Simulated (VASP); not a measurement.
Write the native input for VASP 6.6.1 that does the following.

```yaml
Task: relaxation of cell and atoms
Functional: PBE
Potentials_or_basis: VASP PAW PBE potentials, release 64 (Sn_d, Se)
Cutoff: 600 eV
k_mesh: 13 × 13 × 13
Occupations: fermi-dirac, width 0.05 eV
Spin: no spin polarisation
Target_pressure: 4.1 GPa
Dipole_correction: no
Further_INCAR_settings: ALGO = Normal; EDIFF = 1e-06; IBRION = 2; EDIFFG = -0.005; NSW = 60; ISIF = 3
```

The structure of SnSe (CsCl type) lies in POSCAR:

```
SnSe
1.0
    3.6506472683      0.0000000000      0.0000000000
    0.0000000000      3.6506472683      0.0000000000
    0.0000000000      0.0000000000      3.6506472683
Sn Se
1 1
Direct
    0.0000000000      0.0000000000      0.0000000000
    0.5000000000      0.5000000000      0.5000000000
```

These files were run (other wordings do the same):

INCAR

```
PREC = Accurate
ENCUT = 600
EDIFF = 1E-6
ISMEAR = -1
SIGMA = 0.05
LREAL = F
LASPH = T
NELM = 100
ALGO = Normal
ISIF = 3
LWAVE = F
LCHARG = F
GGA = PE
IBRION = 2
NSW = 60
EDIFFG = -0.005
PSTRESS = 41.0
```

KPOINTS

```
regular mesh
0
Gamma
  13 13 13
```

Potentials or basis: VASP PAW PBE potentials, release 64 (Sn_d, Se).

The run is started by

```sh
$ cat potpaw_PBE.64/Sn_d/POTCAR potpaw_PBE.64/Se/POTCAR > POTCAR
$ mpirun -np 1 vasp_std > vasp.out
```

It gave:

The relaxed volume is 23.12 Å³/atom. The relaxed cell is a = 3.589 Å, b = 3.589 Å, c = 3.589 Å, α = 90.00°, β = 90.00°, γ = 90.00° and the space group after relaxing (to 0.1 Å) is Pm-3m (No. 221). The energy change on relaxing (the run minimises the enthalpy) is +19.3 meV/atom, the ionic steps are 3 and the pressure after relaxing is 4.1 GPa. The band gap on the k mesh is zero (bands 10 and 11 overlap by 1.60 eV).

Caveat: the cell is relaxed towards a set pressure, so the run minimises the enthalpy, not the energy; spin-orbit coupling is left out, which moves the levels of the heavy elements.

It took 99 s on 1 thread of Intel(R) Xeon(R) Platinum 8259CL CPU @ 2.50GHz (Skylake/Cascade Lake), with other jobs on the host, peak memory 0.23 GiB.
